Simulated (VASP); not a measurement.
# TaAl4 (Pm-3m) in VASP: further runs

The runs below take TaAl4 through single point, relaxation of cell and atoms, with PBE.

All numbers are computed with VASP 6.6.1; they aren't measurements. Logs are shortened: lines on timing, memory, paths and dates and some standing lists are left out, and cuts for length are marked.

## 1. The cell of the first run

Symmetry: Pm-3m, No. 221, cubic system. Conventional cell: a = 4.481 Å, b = 4.481 Å, c = 4.481 Å, α = 90.00°, β = 90.00°, γ = 90.00°. Within 4.2 Å of Ta (site symmetry m-3m) lie 20 Al at 3.17 to 3.88 Å. Within 3.0 Å of Al (site symmetry 4/mmm) lie 2 Al at 2.24 Å. Within 3.0 Å of Al (site symmetry m-3m) lie 6 Al at 2.24 Å.

## 2. Single point, PBE

Input file INCAR:

```
SYSTEM = TaAl4
PREC = Accurate
ENCUT = 520
EDIFF = 1E-6
ISMEAR = 0
SIGMA = 0.1
LREAL = .False.
LASPH = .True.
NELM = 100
ALGO = Normal
ISIF = 2
LWAVE = .False.
LCHARG = .False.
GGA = PE
NBANDS = 20
```

Input file KPOINTS:

```
Automatic mesh
0
Gamma
  4 4 4
  0 0 0
```

Input file POSCAR:

```
TaAl4
1.0
    4.4810132400      0.0000000000      0.0000000000
    0.0000000000      4.4810132400      0.0000000000
    0.0000000000      0.0000000000      4.4810132400
Ta Al
1 4
Direct
    0.5000000000      0.5000000000      0.5000000000
    0.5000000000      0.0000000000      0.0000000000
    0.0000000000      0.5000000000      0.0000000000
    0.0000000000      0.0000000000      0.5000000000
    0.0000000000      0.0000000000      0.0000000000
```

Potentials or basis: VASP PAW PBE potentials, release 64 (Ta_pv, Al).

Run with:

```
cat potpaw_PBE.64/Ta_pv/POTCAR potpaw_PBE.64/Al/POTCAR > POTCAR
mpirun -np 1 vasp_std > vasp.out
```

OUTCAR:

```text
SYSTEM = TaAl4
   PREC = Accurate
   ENCUT = 520
   EDIFF = 1E-6
   ISMEAR = 0
   LREAL = .False.
   LASPH = .True.
   NELM = 100
   ISIF = 2
   GGA = PE

 ion  position               nearest neighbor table
   1  0.500  0.500  0.500-   2 3.17   3 3.17   4 3.17   2 3.17   3 3.17   2 3.17   4 3.17   2 3.17
                             3 3.17   4 3.17   3 3.17   4 3.17
   2  0.500  0.000  0.000-   5 2.24   5 2.24   4 3.17   1 3.17   1 3.17   4 3.17   1 3.17   3 3.17
                             1 3.17   3 3.17   4 3.17   3 3.17   4 3.17   3 3.17
   3  0.000  0.500  0.000-   5 2.24   5 2.24   4 3.17   1 3.17   1 3.17   4 3.17   2 3.17   4 3.17
                             2 3.17   4 3.17   1 3.17   2 3.17   1 3.17   2 3.17
   4  0.000  0.000  0.500-   5 2.24   5 2.24   3 3.17   1 3.17   2 3.17   3 3.17   2 3.17   1 3.17
                             3 3.17   3 3.17   1 3.17   2 3.17   2 3.17   1 3.17
   5  0.000  0.000  0.000-   2 2.24   3 2.24   4 2.24   4 2.24   3 2.24   2 2.24

  LATTYP: Found a simple cubic cell.
 ALAT       =     4.4810132400

  Lattice vectors:

 A1 = (   4.4810132400,   0.0000000000,   0.0000000000)
 A2 = (   0.0000000000,   4.4810132400,   0.0000000000)
 A3 = (   0.0000000000,   0.0000000000,   4.4810132400)

Analysis of symmetry for initial positions (statically):
=====================================================================
 Subroutine PRICEL returns:
 Original cell was already a primitive cell.

 Routine SETGRP: Setting up the symmetry group for a
 simple cubic supercell.

 Subroutine GETGRP returns: Found 48 space group operations
 (whereof 48 operations were pure point group operations)
 out of a pool of 48 trial point group operations.

The static configuration has the point symmetry O_h .

Analysis of symmetry for dynamics (positions and initial velocities):
=====================================================================
 Subroutine PRICEL returns:
 Original cell was already a primitive cell.

 Routine SETGRP: Setting up the symmetry group for a
 simple cubic supercell.

 Subroutine GETGRP returns: Found 48 space group operations
 (whereof 48 operations were pure point group operations)
 out of a pool of 48 trial point group operations.

The dynamic configuration has the point symmetry O_h .

 Subroutine INISYM returns: Found 48 space group operations
 (whereof 48 operations are pure point group operations),
 and found     1 'primitive' translations

----------------------------------------------------------------------------------------

                                     Primitive cell

  volume of cell :      89.9764

  direct lattice vectors                    reciprocal lattice vectors
     4.481013240  0.000000000  0.000000000     0.223163813  0.000000000  0.000000000
     0.000000000  4.481013240  0.000000000     0.000000000  0.223163813  0.000000000
     0.000000000  0.000000000  4.481013240     0.000000000  0.000000000  0.223163813

  length of vectors
     4.481013240  4.481013240  4.481013240     0.223163813  0.223163813  0.223163813

  position of ions in fractional coordinates (direct lattice)
     0.500000000  0.500000000  0.500000000
     0.500000000  0.000000000  0.000000000
     0.000000000  0.500000000  0.000000000
     0.000000000  0.000000000  0.500000000
     0.000000000  0.000000000  0.000000000

  ion indices of the primitive-cell ions
   primitive index   ion index
                 1           1
                 2           2
                 3           3
                 4           4
                 5           5

----------------------------------------------------------------------------------------

 KPOINTS: Automatic mesh

Automatic generation of k-mesh.
 Grid dimensions read from file:
 generate k-points for:    4    4    4

 Generating k-lattice:

  Cartesian coordinates                     Fractional coordinates (reciprocal lattice)
     0.055790953  0.000000000  0.000000000     0.250000000  0.000000000  0.000000000
     0.000000000  0.055790953  0.000000000     0.000000000  0.250000000  0.000000000
     0.000000000  0.000000000  0.055790953     0.000000000  0.000000000  0.250000000

  Length of vectors
     0.055790953  0.055790953  0.055790953

  Shift w.r.t. Gamma in fractional coordinates (k-lattice)
     0.000000000  0.000000000  0.000000000

 Subroutine IBZKPT returns following result:
 ===========================================

 Found     10 irreducible k-points:

 Following reciprocal coordinates:
            Coordinates               Weight
  0.000000  0.000000  0.000000      1.000000
  0.250000  0.000000  0.000000      6.000000
  0.500000  0.000000  0.000000      3.000000
  0.250000  0.250000  0.000000     12.000000
  0.500000  0.250000  0.000000     12.000000
  0.500000  0.500000  0.000000      3.000000
  0.250000  0.250000  0.250000      8.000000
  0.500000  0.250000  0.250000     12.000000
  0.500000  0.500000  0.250000      6.000000
  0.500000  0.500000  0.500000      1.000000
   k-points           NKPTS =     10   k-points in BZ     NKDIM =     10   number of bands    NBANDS=     20
   number of dos      NEDOS =    301   number of ions     NIONS =      5
   total plane-waves  NPLWV =  46656
   dimension x,y,z NGX =    36 NGY =   36 NGZ =   36
   dimension x,y,z NGXF=    72 NGYF=   72 NGZF=   72
   ions per type =               1   4
   NGX,Y,Z   is equivalent  to a cutoff of  13.36, 13.36, 13.36 a.u.
   NGXF,Y,Z  is equivalent  to a cutoff of  26.71, 26.71, 26.71 a.u.
 SYSTEM =  TaAl4
   PREC   = accura    normal or accurate (medium, high low for compatibility)
   ISTART =      0    job   : 0-new  1-cont  2-samecut
   ICHARG =      2    charge: 1-file 2-atom 10-const
   ISPIN  =      1    spin polarized calculation?
   LNONCOLLINEAR =      F non collinear calculations
   LSORBIT =      F    spin-orbit coupling
   LASPH  =      T    aspherical Exc in radial PAW
   ENCUT  =  520.0 eV  38.22 Ry    6.18 a.u.   8.33  8.33  8.33*2*pi/ulx,y,z
   NELM   =    100;   NELMIN=  2; NELMDL= -5     # of ELM steps
   EDIFF  = 0.1E-05   stopping-criterion for ELM
   LREAL  =      F    real-space projection
   EDIFFG = 0.1E-04   stopping-criterion for IOM
   NSW    =      0    number of steps for IOM
   IBRION =     -1    ionic relax: 0-MD 1-quasi-New 2-CG
   NFREE  =      0    steps in history (QN), initial steepest desc. (CG)
   ISIF   =      2    stress and relaxation
   ISYM   =      2    0-nonsym 1-usesym 2-fastsym
   POTIM  = 0.5000    time-step for ionic-motion
   TEBEG  =    0.0;   TEEND  =   0.0 temperature during run
   PSTRESS=    0.0 pullay stress
   NELECT =      23.0000    total number of electrons
   NUPDOWN=      -1.0000    fix difference up-down
   EMIN   =  10.00;   EMAX   =-10.00  energy-range for DOS
   EFERMI =   0.00;   METHOD = LEGACY
   ISMEAR =     0;   SIGMA  =   0.10  broadening in eV -4-tet -1-fermi 0-gaus
   EFERMI_NEDOS =   21; number of points for ismear=-14 and -15
   IALGO  =     38    algorithm
   IMIX   =      4    mixing-type and parameters
     AMIX     =   0.40;   BMIX     =  1.00
     AMIX_MAG =   1.60;   BMIX_MAG =  1.00
  volume/ion in A,a.u.               =      18.00       121.44
  Fermi-wavevector in a.u.,A,eV,Ry     =   1.038982  1.963391 14.687256  1.079483
  Thomas-Fermi vector in A             =   2.173491
   LORBIT       =      0    0 simple, 1 ext, 2 COOP (PROOUT), +10 PAW based schemes
   GGA     = PE    functional components
   LHFCALC =     F    Hartree Fock is set to
   AEXX    =    0.0000 exact exchange contribution
   IVDW    =     0    specifies the selected vdW correction
   LEPSILON=     F    determine dielectric tensor
   LRPA    =     F    only Hartree local field effects (RPA)
 non-spin polarized calculation
 Gauss-broadening in eV      SIGMA  =   0.10
  energy-cutoff  :      520.00
  volume of cell :       89.98
 maximum number of plane-waves:      2469
 NGX is ok and might be reduce to    36
   NGX = 17   NGY = 17   NGZ = 17

 number of electron      22.9999997 magnetization

 Free energy of the ion-electron system (eV)
  ---------------------------------------------------
  ext. energy  EPLUGINS =         0.00000000
  ---------------------------------------------------
  free energy    TOTEN  =       -20.28272493 eV

  energy without entropy =      -20.25169787  energy(sigma->0) =      -20.26721140

 E-fermi :   6.9063     XC(G=0): -10.3849

 val. band max:        6.9020784310   @ k =   0.2500   0.2500   0.2500
 cond. band min:       6.9203055409   @ k =   0.5000   0.0000   0.0000
 fundamental gap:      0.0182271099
 Fermi energy:         6.9062683663

 k-point     1 :       0.0000    0.0000    0.0000
  band No.  band energies     occupation
      1     -28.4217      2.00000
      2     -28.4217      2.00000
      3     -28.4217      2.00000
      4      -3.9735      2.00000
      5       3.0130      2.00000
      6       3.0130      2.00000
[... 12 lines left out ...]
     19      10.8181      0.00000
     20      10.8181      0.00000

 k-point     2 :       0.2500    0.0000    0.0000
  band No.  band energies     occupation
      1     -28.4243      2.00000
      2     -28.4215      2.00000
      3     -28.4215      2.00000
      4      -3.5578      2.00000
      5       0.5146      2.00000
      6       3.0876      2.00000
[... 12 lines left out ...]
     19      11.4987      0.00000
     20      11.6062      0.00000

 k-point     3 :       0.5000    0.0000    0.0000
  band No.  band energies     occupation
      1     -28.4270      2.00000
      2     -28.4213      2.00000
      3     -28.4213      2.00000
      4      -2.8269      2.00000
      5      -1.0348      2.00000
      6       3.1605      2.00000
[... 12 lines left out ...]
     19      11.9182      0.00000
     20      12.4411      0.00000

 k-point     4 :       0.2500    0.2500    0.0000
  band No.  band energies     occupation
      1     -28.4241      2.00000
      2     -28.4241      2.00000
      3     -28.4213      2.00000
      4      -3.1656      2.00000
      5       0.7816      2.00000
      6       0.9542      2.00000
[... 107 lines left out ...]
 k-point     9 :       0.5000    0.5000    0.2500
  band No.  band energies     occupation
      1     -28.4262      2.00000
      2     -28.4262      2.00000
      3     -28.4234      2.00000
      4      -1.5972      2.00000
      5       0.3664      2.00000
      6       0.3664      2.00000
[... 12 lines left out ...]
     19      12.4319      0.00000
     20      12.4319      0.00000

 k-point    10 :       0.5000    0.5000    0.5000
  band No.  band energies     occupation
      1     -28.4259      2.00000
      2     -28.4259      2.00000
      3     -28.4259      2.00000
      4      -0.8419      2.00000
      5       0.5746      2.00000
      6       0.5746      2.00000
[... 12 lines left out ...]
     19      14.7801      0.00000
     20      14.7896      0.00000

------------------------ aborting loop because EDIFF is reached ----------------------------------------

  FORCE on cell =-STRESS in cart. coord.  units (eV):
  Direction    XX          YY          ZZ          XY          YZ          ZX
  --------------------------------------------------------------------------------------
  -------------------------------------------------------------------------------------
  Total        5.9777925      5.9777925      5.9777925     -0.0000000     -0.0000000      0.0000000
  in kB      106.4443798    106.4443798    106.4443798     -0.0000000     -0.0000000      0.0000000
  external PRESSURE =     106.4443798 kB  Pullay stress =       0.0000000 kB

 VOLUME and BASIS-vectors are now :
 -----------------------------------------------------------------------------
  energy-cutoff  :      520.00
  volume of cell :       89.98
      direct lattice vectors                 reciprocal lattice vectors
     4.481013240  0.000000000  0.000000000     0.223163813  0.000000000  0.000000000
     0.000000000  4.481013240  0.000000000     0.000000000  0.223163813  0.000000000
     0.000000000  0.000000000  4.481013240     0.000000000  0.000000000  0.223163813

 POSITION                                       TOTAL-FORCE (eV/Angst)
 -----------------------------------------------------------------------------------
      2.24051      2.24051      2.24051         0.000000      0.000000      0.000000
      2.24051      0.00000      0.00000         0.000000      0.000000      0.000000
      0.00000      2.24051      0.00000         0.000000      0.000000      0.000000
      0.00000      0.00000      2.24051         0.000000      0.000000      0.000000
      0.00000      0.00000      0.00000         0.000000      0.000000      0.000000
 -----------------------------------------------------------------------------------
    total drift:                                0.000000      0.000000      0.000000

  FREE ENERGIE OF THE ION-ELECTRON SYSTEM (eV)
  ---------------------------------------------------
  free  energy   TOTEN  =       -20.2827249282 eV

  energy  without entropy=      -20.2516978681  energy(sigma->0) =      -20.26721140
```

It took 23 s on 1 thread of Intel Xeon Platinum 8488C (Sapphire Rapids), shared host; peak memory 0.2 GiB.

Results:

- Free energy: -20.2827 eV
- Pressure: 10.6 GPa

Levels at points of the mesh, in eV from the Fermi level:
```
           k point  band 9  band 10  band 11  band 12  band 13  band 14
(0.00, 0.00, 0.00)   -3.62    -2.34    -0.30    -0.30    -0.30     1.68
(0.50, 0.00, 0.00)   -1.78    -0.99    -0.31    -0.31     0.01     0.03
(0.50, 0.50, 0.00)   -1.79    -1.79    -1.40     0.14     0.73     1.42
(0.50, 0.50, 0.50)   -3.27    -3.27    -1.55     0.85     0.85     1.33
```

Caveat: spin-orbit coupling is left out, which moves the levels of the heavy elements.

## 3. Single point, PBE

This run uses another cell than the first one, of 20.49 Å³/atom, 1.138 times its volume.

Input file INCAR:

```
SYSTEM = TaAl4
PREC = Accurate ; ENCUT = 520
EDIFF = 1E-7 ; ISMEAR = 0
SIGMA = 0.1 ; LREAL = .FALSE.
LASPH = .TRUE. ; NELM = 80
ALGO = Normal ; ISIF = 2
LWAVE = .FALSE. ; LCHARG = .FALSE.
GGA = PE ; NBANDS = 20
```

Input file KPOINTS:

```
regular mesh
0
G
  4 4 4
  0 0 0
```

POSCAR, as its differences from that of step 2:

```diff
@@ -2,5 +2,5 @@
 1.0
-    4.4810132400      0.0000000000      0.0000000000
-    0.0000000000      4.4810132400      0.0000000000
-    0.0000000000      0.0000000000      4.4810132400
+    4.6788466524      0.0000000000      0.0000000000
+    0.0000000000      4.6788466524      0.0000000000
+    0.0000000000      0.0000000000      4.6788466524
 Ta Al
```

Potentials or basis: VASP PAW PBE potentials, release 64 (Ta_pv, Al).

Run with:

```
cat potpaw_PBE.64/Ta_pv/POTCAR potpaw_PBE.64/Al/POTCAR > POTCAR
mpirun -np 1 vasp_std > vasp.out
```

It took 24 s on 1 thread of Intel Xeon Platinum 8488C (Sapphire Rapids), shared host; peak memory 0.21 GiB.

The run converged. Its results:

```
Free energy : -20.6655 eV
Pressure    : 0.2 GPa
```

Levels at points of the mesh, in eV from the Fermi level:
```
           k point  band 7  band 8  band 9  band 10  band 11  band 12  band 13  band 14  band 15  band 16
(0.00, 0.00, 0.00)   -3.51   -3.36   -3.36    -2.32    -0.15    -0.15    -0.15     1.25     1.25     3.39
(0.50, 0.00, 0.00)   -3.32   -2.00   -1.70    -1.03    -0.25    -0.10    -0.10     0.09     0.58     0.61
(0.50, 0.50, 0.00)   -4.42   -2.33   -1.46    -1.45    -1.45     0.12     0.64     1.33     1.33     1.70
(0.50, 0.50, 0.50)   -5.89   -2.83   -2.83    -2.83    -1.52     0.74     0.74     1.10     1.10     1.10
```

Caveat: spin-orbit coupling is left out, which moves the levels of the heavy elements.

[end of part 1 of 2]
